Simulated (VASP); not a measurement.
Here is a VASP 6.6.1 calculation.

File INCAR:

```
ALGO     = Normal         # electronic algorithm
EDIFF    = 1E-7           # SCF threshold, eV
EDIFFG   = -0.02          # ionic threshold
ENCUT    = 500            # plane-wave cutoff, eV
GGA      = PE             # functional
GGA_COMPAT= F            
IBRION   = 2              # ionic algorithm
ISIF     = 3              # what is computed and relaxed
ISMEAR   = -1             # smearing method
LASPH    = T              # aspherical terms in the spheres
LCHARG   = F              # write CHGCAR
LREAL    = F              # projectors in reciprocal space
LWAVE    = F              # write WAVECAR
NELM     = 120            # most SCF steps
NELMIN   = 4            
NSW      = 80             # ionic steps
PREC     = Accurate       # precision mode
SIGMA    = 0.1            # smearing width, eV
```

KPOINTS

```
k-points
0
Gamma
  9 9 9
```

POSCAR

```
Zn
1.0
    0.0000000000      1.9700000000      1.9700000000
    1.9700000000      0.0000000000      1.9700000000
    1.9700000000      1.9700000000      0.0000000000
Zn
1
Direct
    0.0000000000      0.0000000000      0.0000000000
```

Potentials or basis: VASP PAW PBE potentials, release 64 (Zn).

Command:

```bash
$ cat potpaw_PBE.64/Zn/POTCAR > POTCAR
$ mpirun -np 1 vasp_std > vasp.out
```

Task: What does it give for the band gap on the k mesh?

Result: Zero (bands 6 and 7 overlap by 1.69 eV).

Final structure:
```xyz
1
Lattice="0.0000 1.9700 1.9700 1.9700 0.0000 1.9700 1.9700 1.9700 0.0000" Properties=species:S:1:pos:R:3 pbc="T T T"
Zn    0.0000    0.0000    0.0000
```

Caveat: the relaxation stopped at its first step, so nothing moved.
